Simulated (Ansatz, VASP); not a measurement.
# One calculation of MnHg, two programs

```xyz
2
Lattice="3.2880 0.0000 0.0000 0.0000 3.2880 0.0000 0.0000 0.0000 3.3130" Properties=species:S:1:pos:R:3 pbc="T T T"
Mn    1.6440    1.6440    1.6565
Hg    0.0000    0.0000    0.0000
```

Alike in both runs: task single point; functional PBE; k mesh 10 × 10 × 10; occupations fermi-dirac, width 0.05 eV; collinear spin.

|  | VASP | Ansatz |
| --- | --- | --- |
| version | VASP 6.6.1 | Ansatz 0.2.0 |
| potentials or method | VASP PAW PBE potentials, release 64 (Mn_pv, Hg), cutoff 520 eV | all-electron LAPW, non-relativistic |

```csv
,VASP,Ansatz,Ansatz less VASP
pressure (GPa),2.1,11.9,+9.77
"traceless stress, the component that is largest in VASP (GPa)",0.03,-0.07,-0.103
net moment per atom (μB),1.93,1.85,-0.079
size of the moment on the site where the two differ most (μB),3.78,3.74,-0.040
```

Site moments also hang on the region over which each program counts them. One of these differences is far larger than is usual between the two programs; its cause wasn't traced. Ansatz ran all-electron here, and VASP with PAW potentials.

Spin-orbit coupling is off throughout.
